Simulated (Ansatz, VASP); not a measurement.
Given: the input of a run of VASP 6.6.1 on Zn.

INCAR

```
AGGAC    = 1.0          
AGGAX    = 1.0          
ALDAC    = 0.0          
ALDAX    = 1.0          
ALGO     = Normal         # electronic algorithm
EDIFF    = 1E-8           # SCF threshold, eV
ENCUT    = 400            # plane-wave cutoff, eV
GGA      = B5             # functional
GGA_COMPAT= False        
ISIF     = 2              # what is computed and relaxed
ISMEAR   = -1             # smearing method
IVDW     = 13             # dispersion correction
LASPH    = True           # aspherical terms in the spheres
LCHARG   = False          # write CHGCAR
LEFG     = True         
LREAL    = False          # projectors in reciprocal space
LWAVE    = False          # write WAVECAR
NBANDS   = 12             # bands
NELM     = 120            # most SCF steps
PREC     = Accurate       # precision mode
SIGMA    = 0.1            # smearing width, eV
VDW_A1   = 0.44488865   
VDW_A2   = 4.0933009    
VDW_S6   = 1.0          
VDW_S8   = 2.34076671
```

Contents of KPOINTS:

```
k-points
0
Gamma
  9 9 9
```

POSCAR

```
Zn
1.0
   -0.0539350000      1.9688680000      1.9316630000
    1.9189500000     -0.0526870000      1.9304150000
    1.9175080000      1.9661770000     -0.0512450000
Zn
1
Direct
    0.0000000000      0.0000000000      0.0000000000
```

Potentials or basis: VASP PAW PBE potentials, release 64 (Zn).

Command:

```bash
$ cat potpaw_PBE.64/Zn/POTCAR > POTCAR
$ mpirun -np 1 vasp_std > vasp.out
```

Question: Translate it to Ansatz 0.2.0. Potentials there: Ansatz PAW earlier set.

Answer: As run (the cutoff follows the program's own potentials):

input.yaml

```yaml
crystal:
  lattice:
    - [-0.053935, 1.968868, 1.931663]
    - [1.91895, -0.052687, 1.930415]
    - [1.917508, 1.966177, -0.051245]
  atoms:
    - { symbol: Zn, position: [0.0, 0.0, 0.0] }
hamiltonian:
  xc: blyp
  pseudopotentials: { kind: paw, level: accurate }
  dispersion: d4
kpoints:
  mp_grid: { grid: [9, 9, 9] }
scf:
  occupations: { method: fermi_dirac, width: 0.1 }
output:
  forces: true
  stress: true
  eigenvalues: true
  efg: {}
```

Potentials or basis: Ansatz PAW earlier set.

Run with:

```bash
$ ansatz run input.yaml --threads 1 --pin off --max-ram 2560MiB --backend cpu --events-out ev --progress --plain --runs-dir out
```

Both were run:

|  | VASP | Ansatz | Ansatz less VASP |
| --- | --- | --- | --- |
| gap on the k mesh at the Fermi level (eV) | none | none | - |
| pressure (GPa) | -0.3 | 0.0 | +0.26 |
| traceless stress, the component that is largest in VASP (GPa) | -1.11 | -1.10 | +0.012 |
| size of Vzz on the site where it differs most (V/Å²) | 10.9 | 11.2 | +0.25 |

VASP's potentials were made for PBE, not for BLYP. A gap of «none» marks a metal or a gap that the smearing closes. VASP's potentials hold 12 valence electrons a cell and Ansatz's 20, so a difference there can come from the potentials and not from the codes.
